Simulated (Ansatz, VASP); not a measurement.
**Al3InSb4 in VASP and in Ansatz**

The input INCAR:

```
ALGO = Normal ; EDIFF = 1E-6
ENCUT = 500 ; GGA = PE
GGA_COMPAT = F ; ISIF = 2
ISMEAR = 0 ; LASPH = T
LCHARG = T ; LELF = T
LREAL = F ; LVHAR = T
LWAVE = F ; NBANDS = 31
NELM = 120 ; PREC = Accurate
SIGMA = 0.01
```

File KPOINTS:

```
k-points
0
Gamma
  6 6 6
```

Contents of POSCAR:

```
Al3InSb4
1.0
   -3.1920106284      3.1920106284      6.3782809006
    3.1920106284     -3.1920106284      6.3782809006
    3.1920106284      3.1920106284     -6.3782809006
Al Sb In
3 4 1
Direct
    0.7500000000      0.2500000000      0.5000000000
    0.5000000000      0.5000000000      0.0000000000
    0.2500000000      0.7500000000      0.5000000000
    0.1315833929      0.6096046381      0.0000000000
    0.8684166071      0.8684166071      0.4780212451
    0.6096046381      0.1315833929      0.0000000000
    0.3903953619      0.3903953619      0.5219787549
    0.0000000000      0.0000000000      0.0000000000
```

Input for Ansatz:

```yaml
crystal:
  lattice:
    - [-3.1920106284, 3.1920106284, 6.3782809006]
    - [3.1920106284, -3.1920106284, 6.3782809006]
    - [3.1920106284, 3.1920106284, -6.3782809006]
  atoms:
    - { symbol: Al, position: [0.75, 0.25, 0.5] }
    - { symbol: Sb, position: [0.1315833929, 0.6096046381, 0.0] }
    - { symbol: Al, position: [0.5, 0.5, 0.0] }
    - { symbol: Sb, position: [0.8684166071, 0.8684166071, 0.4780212451] }
    - { symbol: Al, position: [0.25, 0.75, 0.5] }
    - { symbol: Sb, position: [0.6096046381, 0.1315833929, 0.0] }
    - { symbol: In, position: [0.0, 0.0, 0.0] }
    - { symbol: Sb, position: [0.3903953619, 0.3903953619, 0.5219787549] }
kpoints:
  mp_grid: { grid: [6, 6, 6] }
hamiltonian:
  xc: pbe
scf:
  occupations: { method: fixed }
  n_extra_bands: 6
output:
  forces: true
  stress: true
  eigenvalues: true
```

Alike in both runs: task single point; functional PBE; k mesh 6 × 6 × 6; no spin polarisation.

```csv
,VASP,Ansatz
version,VASP 6.6.1,Ansatz 0.2.0
potentials or method,"VASP PAW PBE potentials, release 64 (Al, Sb, In_d)","plane waves, PAW"
plane-wave cutoff (eV),500,420
occupations,"gaussian, width 0.01 eV",fixed
valence electrons in the cell,42,82
```

```csv
,VASP,Ansatz,Ansatz less VASP
gap on the k mesh at the Fermi level (eV),0.59,0.59,-0.003
pressure (GPa),-1.2,-1.3,-0.10
rms of the force components (eV/Å),0.009,0.004,-0.0051
```

VASP's potentials hold 42 valence electrons a cell and Ansatz's 82, so a difference there can come from the potentials and not from the codes.

Spin-orbit coupling is off throughout.
